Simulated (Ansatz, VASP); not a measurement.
**AgCl: VASP beside Ansatz**

```
Ag Cl
1.0
     0.00000    2.77318    2.77318
     2.77318    0.00000    2.77318
     2.77318    2.77318    0.00000
Ag Cl
1 1
Cartesian
  0.0000 0.0000 0.0000
  2.7732 2.7732 2.7732
```

Alike in both runs: task single point; functional HSE06; k mesh 4 × 4 × 4; no spin polarisation.

|  | VASP | Ansatz |
| --- | --- | --- |
| version | VASP 6.6.1 | Ansatz 0.2.0 |
| potentials or method | VASP PAW PBE potentials, release 64 (Ag, Cl) | plane waves, PAW |
| plane-wave cutoff (eV) | 520 | 420 |
| occupations | gaussian, width 0.01 eV | fixed |
| valence electrons in the cell | 18 | 26 |

Ansatz gave:

```
gap on the k mesh at the Fermi level (eV) : 2.42
pressure (GPa)                            : 1.5
```

Estimate VASP's values.

gap on the k mesh at the Fermi level (eV): 2.40; pressure (GPa): 1.3.

VASP's potentials hold 18 valence electrons a cell and Ansatz's 26, so a difference there can come from the potentials and not from the codes. Ansatz's warnings: stress exchange threshold loose, stress scf threshold loose.

The k mesh is coarse, so the values compare programs but aren't converged.
